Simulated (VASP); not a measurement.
# HfN (P6_3/mmc) in VASP: notebook

HfN is run at these levels: LDA; tasks: single point.

Program: VASP 6.6.1. These are calculated values, not measurements. Logs are shortened: lines on timing, memory, paths and dates and some standing lists are left out, and cuts for length are marked.

## (1) The cell of the first run

The structure is hexagonal, space group P6_3/mmc (No. 194). The conventional cell has a = 3.134 Å, b = 3.134 Å, c = 5.417 Å, α = 90.00°, β = 90.00°, γ = 120.00°. Hf (site symmetry -6m2) has 6 N at 2.26 Å within 3.0 Å. N (site symmetry -3m) has 6 Hf at 2.26 Å and 2 N at 2.71 Å within 3.0 Å.

## (2) Single point, LDA

Input file INCAR:

```
SYSTEM = HfN
PREC = Accurate
ENCUT = 520
EDIFF = 1E-7
ISMEAR = 1
SIGMA = 0.25
LREAL = .FALSE.
LASPH = .TRUE.
NELM = 60
ALGO = Normal
ISIF = 2
LWAVE = .FALSE.
LCHARG = .FALSE.
NBANDS = 23
```

Input file KPOINTS:

```
Automatic mesh
0
G
  9 9 5
  0 0 0
```

Input file POSCAR:

```
HfN
1.0
    3.1339080000      0.0000000000      0.0000000000
   -1.5669540000      2.7140440000      0.0000000000
    0.0000000000      0.0000000000      5.4167680000
Hf N
2 2
Direct
    0.6666666667      0.3333333333      0.7500000000
    0.3333333333      0.6666666667      0.2500000000
    0.0000000000      0.0000000000      0.0000000000
    0.0000000000      0.0000000000      0.5000000000
```

Potentials or basis: VASP PAW LDA potentials, release 64 (Hf_pv, N).

The run is started by

```bash
$ cat potpaw_LDA.64/Hf_pv/POTCAR potpaw_LDA.64/N/POTCAR > POTCAR
$ mpirun -np 1 vasp_std > vasp.out
```

OUTCAR:

```text
SYSTEM = HfN
   PREC = Accurate
   ENCUT = 520
   EDIFF = 1E-7
   ISMEAR = 1
   LREAL = .FALSE.
   LASPH = .TRUE.
   NELM = 60
   ISIF = 2

 ion  position               nearest neighbor table
   1  0.667  0.333  0.750-   3 2.26   4 2.26   3 2.26   4 2.26   3 2.26   4 2.26   2 3.26   2 3.26
                             2 3.26   2 3.26   2 3.26   2 3.26
   2  0.333  0.667  0.250-   3 2.26   4 2.26   3 2.26   4 2.26   3 2.26   4 2.26   1 3.26   1 3.26
                             1 3.26   1 3.26   1 3.26   1 3.26
   3  0.000  0.000  0.000-   1 2.26   2 2.26   1 2.26   2 2.26   1 2.26   2 2.26
   4  0.000  0.000  0.500-   1 2.26   2 2.26   1 2.26   2 2.26   1 2.26   2 2.26

  LATTYP: Found a hexagonal cell.
 ALAT       =     3.1339080000
 C/A-ratio  =     1.7284387417

  Lattice vectors:

 A1 = (   3.1339080000,   0.0000000000,   0.0000000000)
 A2 = (  -1.5669540000,   2.7140440000,   0.0000000000)
 A3 = (   0.0000000000,   0.0000000000,   5.4167680000)

Analysis of symmetry for initial positions (statically):
=====================================================================
 Subroutine PRICEL returns:
 Original cell was already a primitive cell.

 Routine SETGRP: Setting up the symmetry group for a
 hexagonal supercell.

 Subroutine GETGRP returns: Found 24 space group operations
 (whereof 12 operations were pure point group operations)
 out of a pool of 24 trial point group operations.

The static configuration has the point symmetry D_3d.
 The point group associated with its full space group is D_6h.

Analysis of symmetry for dynamics (positions and initial velocities):
=====================================================================
 Subroutine PRICEL returns:
 Original cell was already a primitive cell.

 Routine SETGRP: Setting up the symmetry group for a
 hexagonal supercell.

 Subroutine GETGRP returns: Found 24 space group operations
 (whereof 12 operations were pure point group operations)
 out of a pool of 24 trial point group operations.

The dynamic configuration has the point symmetry D_3d.
 The point group associated with its full space group is D_6h.

 Subroutine INISYM returns: Found 24 space group operations
 (whereof 12 operations are pure point group operations),
 and found     1 'primitive' translations

----------------------------------------------------------------------------------------

                                     Primitive cell

  volume of cell :      46.0727

  direct lattice vectors                    reciprocal lattice vectors
     3.133908000  0.000000000  0.000000000     0.319090414  0.184226932  0.000000000
    -1.566954000  2.714044000  0.000000000     0.000000000  0.368453864  0.000000000
     0.000000000  0.000000000  5.416768000     0.000000000  0.000000000  0.184611931

  length of vectors
     3.133908000  3.133908051  5.416768000     0.368453870  0.368453864  0.184611931

  position of ions in fractional coordinates (direct lattice)
     0.666666667  0.333333333  0.750000000
     0.333333333  0.666666667  0.250000000
     0.000000000  0.000000000  0.000000000
     0.000000000  0.000000000  0.500000000

  ion indices of the primitive-cell ions
   primitive index   ion index
                 1           1
                 2           2
                 3           3
                 4           4

----------------------------------------------------------------------------------------

 KPOINTS: Automatic mesh

Automatic generation of k-mesh.
 Grid dimensions read from file:
 generate k-points for:    9    9    5

 Generating k-lattice:

  Cartesian coordinates                     Fractional coordinates (reciprocal lattice)
     0.035454490  0.020469659  0.000000000     0.111111111 -0.000000000  0.000000000
     0.000000000  0.040939318  0.000000000     0.000000000  0.111111111  0.000000000
     0.000000000  0.000000000  0.036922386     0.000000000  0.000000000  0.200000000

  Length of vectors
     0.040939319  0.040939318  0.036922386

  Shift w.r.t. Gamma in fractional coordinates (k-lattice)
     0.000000000  0.000000000  0.000000000

 Subroutine IBZKPT returns following result:
 ===========================================

 Found     36 irreducible k-points:

 Following reciprocal coordinates:
            Coordinates               Weight
  0.000000  0.000000  0.000000      1.000000
  0.111111  0.000000  0.000000      6.000000
  0.222222  0.000000  0.000000      6.000000
  0.333333  0.000000  0.000000      6.000000
  0.444444  0.000000  0.000000      6.000000
  0.111111  0.111111  0.000000      6.000000
[... 16 lines left out ...]
  0.333333  0.222222  0.200000     24.000000
  0.333333  0.333333  0.200000      4.000000
 [... further k-points ...]
   k-points           NKPTS =     36   k-points in BZ     NKDIM =     36   number of bands    NBANDS=     23
   number of dos      NEDOS =    301   number of ions     NIONS =      4
   total plane-waves  NPLWV =  23040
   dimension x,y,z NGX =    24 NGY =   24 NGZ =   40
   dimension x,y,z NGXF=    48 NGYF=   48 NGZF=   80
   ions per type =               2   2
   NGX,Y,Z   is equivalent  to a cutoff of  12.73, 12.73, 12.28 a.u.
   NGXF,Y,Z  is equivalent  to a cutoff of  25.46, 25.46, 24.55 a.u.
 SYSTEM =  HfN
   PREC   = accura    normal or accurate (medium, high low for compatibility)
   ISTART =      0    job   : 0-new  1-cont  2-samecut
   ICHARG =      2    charge: 1-file 2-atom 10-const
   ISPIN  =      1    spin polarized calculation?
   LNONCOLLINEAR =      F non collinear calculations
   LSORBIT =      F    spin-orbit coupling
   LASPH  =      T    aspherical Exc in radial PAW
   ENCUT  =  520.0 eV  38.22 Ry    6.18 a.u.   5.83  5.83 10.07*2*pi/ulx,y,z
   NELM   =     60;   NELMIN=  2; NELMDL= -5     # of ELM steps
   EDIFF  = 0.1E-06   stopping-criterion for ELM
   LREAL  =      F    real-space projection
   EDIFFG = 0.1E-05   stopping-criterion for IOM
   NSW    =      0    number of steps for IOM
   IBRION =     -1    ionic relax: 0-MD 1-quasi-New 2-CG
   NFREE  =      0    steps in history (QN), initial steepest desc. (CG)
   ISIF   =      2    stress and relaxation
   ISYM   =      2    0-nonsym 1-usesym 2-fastsym
   POTIM  = 0.5000    time-step for ionic-motion
   TEBEG  =    0.0;   TEEND  =   0.0 temperature during run
   PSTRESS=    0.0 pullay stress
   NELECT =      30.0000    total number of electrons
   NUPDOWN=      -1.0000    fix difference up-down
   EMIN   =  10.00;   EMAX   =-10.00  energy-range for DOS
   EFERMI =   0.00;   METHOD = LEGACY
   ISMEAR =     1;   SIGMA  =   0.25  broadening in eV -4-tet -1-fermi 0-gaus
   EFERMI_NEDOS =   21; number of points for ismear=-14 and -15
   IALGO  =     38    algorithm
   IMIX   =      4    mixing-type and parameters
     AMIX     =   0.40;   BMIX     =  1.00
     AMIX_MAG =   1.60;   BMIX_MAG =  1.00
  volume/ion in A,a.u.               =      11.52        77.73
  Fermi-wavevector in a.u.,A,eV,Ry     =   1.418951  2.681429 27.394277  2.013423
  Thomas-Fermi vector in A             =   2.540023
   LORBIT       =      0    0 simple, 1 ext, 2 COOP (PROOUT), +10 PAW based schemes
   GGA     = CA    functional components
   LHFCALC =     F    Hartree Fock is set to
   AEXX    =    0.0000 exact exchange contribution
   IVDW    =     0    specifies the selected vdW correction
   LEPSILON=     F    determine dielectric tensor
   LRPA    =     F    only Hartree local field effects (RPA)
 non-spin polarized calculation
 Methfessel and Paxton  Order N= 1 SIGMA  =   0.25
  energy-cutoff  :      520.00
  volume of cell :       46.07
 maximum number of plane-waves:      1275
 NGX is ok and might be reduce to    24
   NGX = 11   NGY = 11   NGZ = 21

 number of electron      30.0000004 magnetization

 Free energy of the ion-electron system (eV)
  ---------------------------------------------------
  ext. energy  EPLUGINS =         0.00000000
  ---------------------------------------------------
  free energy    TOTEN  =       -47.54879621 eV

  energy without entropy =      -47.54726757  energy(sigma->0) =      -47.54828666

 E-fermi :   7.8309     XC(G=0): -12.9901

 val. band max:        7.8242445482   @ k =   0.3333   0.0000   0.4000
 cond. band min:       7.8932081453   @ k =   0.3333   0.3333   0.0000
 fundamental gap:      0.0689635971
 Fermi energy:         7.8309157232

 k-point     1 :       0.0000    0.0000    0.0000
  band No.  band energies     occupation
      1     -23.7668      2.00000
      2     -22.8862      2.00000
      3     -22.7838      2.00000
      4     -22.7838      2.00000
      5     -22.7215      2.00000
      6     -22.7215      2.00000
[... 15 lines left out ...]
     22      13.3608      0.00000
     23      13.3608      0.00000

 k-point     2 :       0.1111    0.0000    0.0000
  band No.  band energies     occupation
      1     -23.7223      2.00000
      2     -22.8918      2.00000
      3     -22.8904      2.00000
      4     -22.8239      2.00000
      5     -22.8170      2.00000
      6     -22.7320      2.00000
[... 15 lines left out ...]
     22      12.9270      0.00000
     23      13.3172      0.00000

 k-point     3 :       0.2222    0.0000    0.0000
  band No.  band energies     occupation
      1     -23.6017      2.00000
      2     -23.1688      2.00000
      3     -23.0606      2.00000
      4     -22.9078      2.00000
      5     -22.8917      2.00000
      6     -22.7670      2.00000
[... 15 lines left out ...]
     22      12.6671     -0.00000
     23      12.7724     -0.00000
[... 495 lines left out ...]
 k-point    23 :       0.3333    0.2222    0.2000
  band No.  band energies     occupation
      1     -23.5725      2.00000
      2     -23.4393      2.00000
      3     -23.2523      2.00000
      4     -23.1469      2.00000
      5     -23.0801      2.00000
      6     -22.9900      2.00000
[... 15 lines left out ...]
     22      14.1363      0.00000
     23      14.9594      0.00000

 k-point    24 :       0.3333    0.3333    0.2000
  band No.  band energies     occupation
      1     -23.5113      2.00000
      2     -23.3519      2.00000
      3     -23.3519      2.00000
      4     -23.2597      2.00000
      5     -23.0538      2.00000
      6     -23.0538      2.00000
[... 15 lines left out ...]
     22      13.8867      0.00000
     23      15.4518      0.00000

 [... further k-points ...]
[... 5 lines left out ...]
  --------------------------------------------------------------------------------------
  -------------------------------------------------------------------------------------
  Total       -2.8836498     -2.8836499     -2.9749814      0.0000000      0.0000000      0.0000000
  in kB     -100.2789396   -100.2789440   -103.4549960      0.0000000      0.0000000      0.0000000
  external PRESSURE =    -101.3376265 kB  Pullay stress =       0.0000000 kB

 VOLUME and BASIS-vectors are now :
 -----------------------------------------------------------------------------
  energy-cutoff  :      520.00
  volume of cell :       46.07
      direct lattice vectors                 reciprocal lattice vectors
     3.133908000  0.000000000  0.000000000     0.319090414  0.184226932  0.000000000
    -1.566954000  2.714044000  0.000000000     0.000000000  0.368453864  0.000000000
     0.000000000  0.000000000  5.416768000     0.000000000  0.000000000  0.184611931

 POSITION                                       TOTAL-FORCE (eV/Angst)
 -----------------------------------------------------------------------------------
      1.56695      0.90468      4.06258         0.000000      0.000000     -0.000000
     -0.00000      1.80936      1.35419        -0.000000     -0.000000      0.000000
      0.00000      0.00000      0.00000         0.000000     -0.000000      0.000000
      0.00000      0.00000      2.70838         0.000000     -0.000000      0.000000
 -----------------------------------------------------------------------------------
    total drift:                               -0.000000      0.000000     -0.000000

  FREE ENERGIE OF THE ION-ELECTRON SYSTEM (eV)
  ---------------------------------------------------
  free  energy   TOTEN  =       -47.5487962051 eV

  energy  without entropy=      -47.5472675735  energy(sigma->0) =      -47.54828666
```

Wall time 16 s (1 thread of Intel Xeon 6975P-C (Granite Rapids), shared host); peak memory 0.16 GiB.

Results:

| Item | Value |
| --- | --- |
| Free energy | -47.5488 eV |
| Pressure | -10.1 GPa |
| Band gap on the k mesh | zero (band 15 reaches 9.18 eV, above the bottom of band 16 at 7.51 eV) |

Stress tensor (GPa, compression positive):
```
-10.03   0.00   0.00
  0.00 -10.03   0.00
  0.00   0.00 -10.35
```

Levels at points of the mesh, in eV from the Fermi level:
```csv
k point,band 11,band 12,band 13,band 14,band 15,band 16,band 17,band 18,band 19,band 20
"(0.00, 0.00, 0.00)",-4.77,-3.63,-3.63,-1.75,-0.72,0.61,0.61,1.13,1.72,1.72
```

Caveat: spin-orbit coupling is left out, which moves the levels of the heavy elements.

## (3) Single point, LDA

Input file INCAR:

```
  ALGO = Normal
  EDIFF = 1E-7
  ENCUT = 520
  GGA = CA
  ISIF = 2
  ISMEAR = 1
  LASPH = True
  LCHARG = False
  LREAL = False
  LWAVE = False
  NBANDS = 23
  NELM = 60
  PREC = Accurate
  SIGMA = 0.15
```

Input file KPOINTS:

```
k-points
0
Gamma
  9 9 5
```

POSCAR is that of step 2.

Potentials or basis: VASP PAW LDA potentials, release 64 (Hf_pv, N).

The run is started by

```bash
$ cat potpaw_LDA.64/Hf_pv/POTCAR potpaw_LDA.64/N/POTCAR > POTCAR
$ mpirun -np 1 vasp_std > vasp.out
```

It took 16 s on 1 thread of Intel Xeon 6975P-C (Granite Rapids), shared host; peak memory 0.16 GiB.

It converged, with:

* Free energy: -47.5474 eV
* Pressure: -10.1 GPa
* Band gap on the k mesh: zero (band 15 reaches 9.18 eV, above the bottom of band 16 at 7.51 eV)

Stress tensor (GPa, compression positive):
```
-10.02   0.00   0.00
  0.00 -10.02   0.00
  0.00   0.00 -10.30
```

Levels at points of the mesh, in eV from the Fermi level:
| k point | band 11 | band 12 | band 13 | band 14 | band 15 | band 16 | band 17 | band 18 | band 19 | band 20 |
| --- | --- | --- | --- | --- | --- | --- | --- | --- | --- | --- |
| (0.00, 0.00, 0.00) | -4.81 | -3.67 | -3.67 | -1.78 | -0.76 | 0.58 | 0.58 | 1.10 | 1.69 | 1.69 |

Caveat: spin-orbit coupling is left out, which moves the levels of the heavy elements.

## (4) Single point, LDA

Input file INCAR:

```
PREC     = Accurate       # precision mode
ENCUT    = 520            # plane-wave cutoff, eV
EDIFF    = 1E-6           # SCF threshold, eV
ISMEAR   = 1              # smearing method
SIGMA    = 0.1            # smearing width, eV
LREAL    = F              # projectors in reciprocal space
LASPH    = T              # aspherical terms in the spheres
NELM     = 100            # most SCF steps
ALGO     = Normal         # electronic algorithm
ISIF     = 2              # what is computed and relaxed
LWAVE    = F              # write WAVECAR
LCHARG   = F              # write CHGCAR
GGA      = CA             # functional
NBANDS   = 23             # bands
```

Input file KPOINTS:

```
regular mesh
0
Gamma
  9 9 5
```

POSCAR is that of step 3.

The run is started by

```bash
$ cat potpaw_LDA.64/Hf_pv/POTCAR potpaw_LDA.64/N/POTCAR > POTCAR
$ mpirun -np 1 vasp_std > vasp.out
```

Run time: 15 s. Hardware: 1 thread of Intel Xeon 6975P-C (Granite Rapids), shared host; peak memory 0.16 GiB.

Results (log left out):

```
Free energy            : -47.5465 eV
Pressure               : -10.1 GPa
Band gap on the k mesh : zero (band 15 reaches 9.18 eV, above the bottom of band 16 at 7.51 eV)
```

Stress tensor (GPa, compression positive):
```
 -9.99   0.00   0.00
  0.00  -9.99   0.00
  0.00   0.00 -10.33
```

Levels at points of the mesh, in eV from the Fermi level:
| k point | band 13 | band 14 | band 15 | band 16 | band 17 | band 18 |
| --- | --- | --- | --- | --- | --- | --- |
| (0.00, 0.00, 0.00) | -3.68 | -1.80 | -0.77 | 0.56 | 0.56 | 1.08 |

Caveat: spin-orbit coupling is left out, which moves the levels of the heavy elements.

## (5) Single point, LDA

Input file INCAR:

```
PREC = Accurate
ENCUT = 520
EDIFF = 1E-6
ISMEAR = 1
SIGMA = 0.05
LREAL = F
LASPH = T
NELM = 100
ALGO = Normal
ISIF = 2
LWAVE = F
LCHARG = F
GGA = CA
NBANDS = 23
```

KPOINTS is that of step 4.

POSCAR is that of step 4.

The run is started by

```bash
$ cat potpaw_LDA.64/Hf_pv/POTCAR potpaw_LDA.64/N/POTCAR > POTCAR
$ mpirun -np 1 vasp_std > vasp.out
```

It took 13 s on 1 thread of Intel Xeon 6975P-C (Granite Rapids), shared host; peak memory 0.16 GiB.

It converged, with:

| Item | Value |
| --- | --- |
| Free energy | -47.5462 eV |
| Pressure | -10.1 GPa |
| Band gap on the k mesh | zero (band 15 reaches 9.18 eV, above the bottom of band 16 at 7.51 eV) |

Stress tensor (GPa, compression positive):
```
 -9.93   0.00   0.00
  0.00  -9.93   0.00
  0.00   0.00 -10.43
```

Levels at points of the mesh, in eV from the Fermi level:
```csv
k point,band 11,band 12,band 13,band 14,band 15,band 16,band 17,band 18,band 19,band 20
"(0.00, 0.00, 0.00)",-4.85,-3.70,-3.70,-1.82,-0.79,0.54,0.54,1.06,1.65,1.65
```

Caveat: spin-orbit coupling is left out, which moves the levels of the heavy elements.

(Continued in part 2 of 2.)
